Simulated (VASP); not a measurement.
# Ti3B (I4/mmm) in VASP: notebook, part 3 of 3

VASP 6.6.1.

### 5 Single point, PBE

INCAR reads:

```
SYSTEM = Ti3B
PREC     = Accurate       ! precision mode
ENCUT    = 520            ! plane-wave cutoff, eV
EDIFF    = 1E-7           ! SCF threshold, eV
ISMEAR   = 0              ! smearing method
SIGMA    = 0.1            ! smearing width, eV
LREAL    = .FALSE.        ! projectors in reciprocal space
LASPH    = .TRUE.         ! aspherical terms in the spheres
NELM     = 80             ! most SCF steps
ALGO     = Fast           ! electronic algorithm
ISIF     = 2              ! what is computed and relaxed
LWAVE    = .FALSE.        ! write WAVECAR
LCHARG   = .TRUE.         ! write CHGCAR
GGA      = PE             ! functional
LELF     = .TRUE.         ! ELF
LVHAR    = .TRUE.       
NBANDS   = 28             ! bands
```

KPOINTS reads:

```
Automatic mesh
0
G
  18 18 18
  0 0 0
```

POSCAR reads:

```
Ti3B
1.0
   -1.8286901901      1.8286901901      4.0947026162
    1.8286901901     -1.8286901901      4.0947026162
    1.8286901901      1.8286901901     -4.0947026162
Ti B
3 1
Direct
    0.5000000000      0.5000000000      0.0000000000
    0.2500000000      0.7500000000      0.5000000000
    0.7500000000      0.2500000000      0.5000000000
    0.0000000000      0.0000000000      0.0000000000
```

Potentials or basis: VASP PAW PBE potentials, release 64 (Ti_sv, B).

Launch:

```sh
$ cat potpaw_PBE.64/Ti_sv/POTCAR potpaw_PBE.64/B/POTCAR > POTCAR
$ mpirun -np 1 vasp_std > vasp.out
```

OUTCAR:

```text
SYSTEM = Ti3B
   PREC = Accurate
   ENCUT = 520
   EDIFF = 1E-7
   ISMEAR = 0
   LREAL = .FALSE.
   LASPH = .TRUE.
   NELM = 80
   ISIF = 2
   GGA = PE

 ion  position               nearest neighbor table
   1  0.500  0.500  0.000-   2 2.75   3 2.75   2 2.75   3 2.75   2 2.75   3 2.75   2 2.75   3 2.75

   2  0.250  0.750  0.500-   3 2.59   3 2.59   3 2.59   3 2.59   1 2.75   1 2.75   1 2.75   1 2.75

   3  0.750  0.250  0.500-   2 2.59   2 2.59   2 2.59   2 2.59   1 2.75   1 2.75   1 2.75   1 2.75

   4  0.000  0.000  0.000-

  LATTYP: Found a body centered tetragonal cell.
 ALAT       =     3.6573803802
 C/A-ratio  =     2.2391450659

  Lattice vectors:

 A1 = (  -1.8286901901,   1.8286901901,   4.0947026162)
 A2 = (   1.8286901901,  -1.8286901901,   4.0947026162)
 A3 = (   1.8286901901,   1.8286901901,  -4.0947026162)

Analysis of symmetry for initial positions (statically):
=====================================================================
 Subroutine PRICEL returns:
 Original cell was already a primitive cell.

 Routine SETGRP: Setting up the symmetry group for a
 body centered tetragonal supercell.

 Subroutine GETGRP returns: Found 16 space group operations
 (whereof 16 operations were pure point group operations)
 out of a pool of 16 trial point group operations.

The static configuration has the point symmetry D_4h.

Analysis of symmetry for dynamics (positions and initial velocities):
=====================================================================
 Subroutine PRICEL returns:
 Original cell was already a primitive cell.

 Routine SETGRP: Setting up the symmetry group for a
 body centered tetragonal supercell.

 Subroutine GETGRP returns: Found 16 space group operations
 (whereof 16 operations were pure point group operations)
 out of a pool of 16 trial point group operations.

The dynamic configuration has the point symmetry D_4h.

 Subroutine INISYM returns: Found 16 space group operations
 (whereof 16 operations are pure point group operations),
 and found     1 'primitive' translations

----------------------------------------------------------------------------------------

                                     Primitive cell

  volume of cell :      54.7725

  direct lattice vectors                    reciprocal lattice vectors
    -1.828690190  1.828690190  4.094702616     0.000000000  0.273419742  0.122108990
     1.828690190 -1.828690190  4.094702616     0.273419742  0.000000000  0.122108990
     1.828690190  1.828690190 -4.094702616     0.273419742  0.273419742  0.000000000

  length of vectors
     4.843016120  4.843016120  4.843016120     0.299447760  0.299447760  0.386673907

  position of ions in fractional coordinates (direct lattice)
     0.500000000  0.500000000  0.000000000
     0.250000000  0.750000000  0.500000000
     0.750000000  0.250000000  0.500000000
     0.000000000  0.000000000  0.000000000

  ion indices of the primitive-cell ions
   primitive index   ion index
                 1           1
                 2           2
                 3           3
                 4           4

----------------------------------------------------------------------------------------

 KPOINTS: Automatic mesh

Automatic generation of k-mesh.
 Grid dimensions read from file:
 generate k-points for:   18   18   18

 Generating k-lattice:

  Cartesian coordinates                     Fractional coordinates (reciprocal lattice)
     0.000000000  0.015189986  0.006783833     0.055555556  0.000000000  0.000000000
     0.015189986  0.000000000  0.006783833     0.000000000  0.055555556  0.000000000
     0.015189986  0.015189986  0.000000000     0.000000000  0.000000000  0.055555556

  Length of vectors
     0.016635987  0.016635987  0.021481884

  Shift w.r.t. Gamma in fractional coordinates (k-lattice)
     0.000000000  0.000000000  0.000000000

 Subroutine IBZKPT returns following result:
 ===========================================

 Found    480 irreducible k-points:

 Following reciprocal coordinates:
            Coordinates               Weight
  0.000000  0.000000  0.000000      1.000000
  0.055556  0.000000 -0.000000      8.000000
  0.111111  0.000000 -0.000000      8.000000
  0.166667  0.000000  0.000000      8.000000
  0.222222  0.000000 -0.000000      8.000000
  0.277778  0.000000 -0.000000      8.000000
[... 16 lines left out ...]
 -0.277778  0.055556  0.000000     16.000000
 -0.222222  0.055556  0.000000     16.000000
 [... further k-points ...]
   k-points           NKPTS =    480   k-points in BZ     NKDIM =    480   number of bands    NBANDS=     28
   number of dos      NEDOS =    301   number of ions     NIONS =      4
   total plane-waves  NPLWV =  46656
   dimension x,y,z NGX =    36 NGY =   36 NGZ =   36
   dimension x,y,z NGXF=    72 NGYF=   72 NGZF=   72
   ions per type =               3   1
   NGX,Y,Z   is equivalent  to a cutoff of  12.36, 12.36, 12.36 a.u.
   NGXF,Y,Z  is equivalent  to a cutoff of  24.72, 24.72, 24.72 a.u.
 SYSTEM =  Ti3B
   PREC   = accura    normal or accurate (medium, high low for compatibility)
   ISTART =      0    job   : 0-new  1-cont  2-samecut
   ICHARG =      2    charge: 1-file 2-atom 10-const
   ISPIN  =      1    spin polarized calculation?
   LNONCOLLINEAR =      F non collinear calculations
   LSORBIT =      F    spin-orbit coupling
   LASPH  =      T    aspherical Exc in radial PAW
   ENCUT  =  520.0 eV  38.22 Ry    6.18 a.u.   9.00  9.00  9.00*2*pi/ulx,y,z
   NELM   =     80;   NELMIN=  2; NELMDL= -5     # of ELM steps
   EDIFF  = 0.1E-06   stopping-criterion for ELM
   LREAL  =      F    real-space projection
   EDIFFG = 0.1E-05   stopping-criterion for IOM
   NSW    =      0    number of steps for IOM
   IBRION =     -1    ionic relax: 0-MD 1-quasi-New 2-CG
   NFREE  =      0    steps in history (QN), initial steepest desc. (CG)
   ISIF   =      2    stress and relaxation
   ISYM   =      2    0-nonsym 1-usesym 2-fastsym
   POTIM  = 0.5000    time-step for ionic-motion
   TEBEG  =    0.0;   TEEND  =   0.0 temperature during run
   PSTRESS=    0.0 pullay stress
   NELECT =      39.0000    total number of electrons
   NUPDOWN=      -1.0000    fix difference up-down
   EMIN   =  10.00;   EMAX   =-10.00  energy-range for DOS
   EFERMI =   0.00;   METHOD = LEGACY
   ISMEAR =     0;   SIGMA  =   0.10  broadening in eV -4-tet -1-fermi 0-gaus
   EFERMI_NEDOS =   21; number of points for ismear=-14 and -15
   IALGO  =     68    algorithm
   IMIX   =      4    mixing-type and parameters
     AMIX     =   0.40;   BMIX     =  1.00
     AMIX_MAG =   1.60;   BMIX_MAG =  1.00
  volume/ion in A,a.u.               =      13.69        92.41
  Fermi-wavevector in a.u.,A,eV,Ry     =   1.461870  2.762534 29.076529  2.137065
  Thomas-Fermi vector in A             =   2.578151
   LORBIT       =      0    0 simple, 1 ext, 2 COOP (PROOUT), +10 PAW based schemes
   GGA     = PE    functional components
   LHFCALC =     F    Hartree Fock is set to
   AEXX    =    0.0000 exact exchange contribution
   IVDW    =     0    specifies the selected vdW correction
   LEPSILON=     F    determine dielectric tensor
   LRPA    =     F    only Hartree local field effects (RPA)
 non-spin polarized calculation
 RMM-DIIS sequential band-by-band and
 Gauss-broadening in eV      SIGMA  =   0.10
  energy-cutoff  :      520.00
  volume of cell :       54.77
 maximum number of plane-waves:      1508
   NGX = 17   NGY = 17   NGZ = 17

 number of electron      39.0000008 magnetization

 Free energy of the ion-electron system (eV)
  ---------------------------------------------------
  ext. energy  EPLUGINS =         0.00000000
  ---------------------------------------------------
  free energy    TOTEN  =       -30.06121445 eV

  energy without entropy =      -30.04608069  energy(sigma->0) =      -30.05364757

 E-fermi :   8.7737     XC(G=0): -11.9643

 val. band max:        8.7720756455   @ k =  -0.3889  -0.3889   0.3889
 cond. band min:       8.7739900948   @ k =   0.3333   0.1111   0.1111
 fundamental gap:      0.0019144494
 Fermi energy:         8.7737230778

 k-point     1 :       0.0000    0.0000    0.0000
  band No.  band energies     occupation
      1     -47.8091      2.00000
      2     -47.5851      2.00000
      3     -47.3943      2.00000
      4     -24.3928      2.00000
      5     -24.2287      2.00000
      6     -24.2287      2.00000
[... 20 lines left out ...]
     27      12.8675      0.00000
[... 691 lines left out ...]
      6     -24.1347      2.00000
[... 20 lines left out ...]
     27      12.2218      0.00000
     28      12.6871      0.00000

 [... further k-points ...]
[... 5 lines left out ...]
  --------------------------------------------------------------------------------------
  -------------------------------------------------------------------------------------
  Total       -0.1633110     -0.1633110     -0.1503802      0.0000000     -0.0000000      0.0000000
  in kB       -4.7770895     -4.7770895     -4.3988445      0.0000000     -0.0000000      0.0000000
  external PRESSURE =      -4.6510078 kB  Pullay stress =       0.0000000 kB

 VOLUME and BASIS-vectors are now :
 -----------------------------------------------------------------------------
  energy-cutoff  :      520.00
  volume of cell :       54.77
      direct lattice vectors                 reciprocal lattice vectors
    -1.828690190  1.828690190  4.094702616     0.000000000  0.273419742  0.122108990
     1.828690190 -1.828690190  4.094702616     0.273419742  0.000000000  0.122108990
     1.828690190  1.828690190 -4.094702616     0.273419742  0.273419742  0.000000000

 POSITION                                       TOTAL-FORCE (eV/Angst)
 -----------------------------------------------------------------------------------
      0.00000      0.00000      4.09470        -0.000000     -0.000000     -0.000000
      1.82869     -0.00000      2.04735        -0.000000      0.000000     -0.000000
     -0.00000      1.82869      2.04735         0.000000     -0.000000      0.000000
      0.00000      0.00000      0.00000        -0.000000     -0.000000     -0.000000
 -----------------------------------------------------------------------------------
    total drift:                               -0.000000      0.000000     -0.000000

  FREE ENERGIE OF THE ION-ELECTRON SYSTEM (eV)
  ---------------------------------------------------
  free  energy   TOTEN  =       -30.0612144465 eV

  energy  without entropy=      -30.0460806917  energy(sigma->0) =      -30.05364757
```

It took 35 min on 1 thread of Intel Xeon 6975P-C (Granite Rapids), shared host; peak memory 0.68 GiB.

The run converged, but its numbers aren't listed here, since they failed a check.

### 6 Summary

| task | cell | k mesh | cutoff (eV) | gap on the mesh (eV) | pressure (GPa) |
| --- | --- | --- | --- | --- | --- |
| single point | a = 4.848 Å, angles 135.7, 135.7, 64.5°, 4 atoms | 6 × 6 × 6 | 520 | none | -0.2 |
| single point | a = 4.702 Å, angles 135.6, 135.6, 64.7°, 4 atoms | 8 × 8 × 8 | 520 | none | 13.2 |
| relaxation of cell and atoms | relaxed from a = 4.702 Å, angles 135.6, 135.6, 64.7°, 4 atoms | 6 × 6 × 6 | 600 | none | 0.2 |

Alike in all rows: level PBE; potentials or basis VASP PAW PBE potentials, release 64 (Ti_sv, B); no spin polarisation; smearing gaussian 0.1 eV.

Caveats: the cell stands under pressure (at least some runs).

Absolute energies hang on the potentials; compare differences alone.
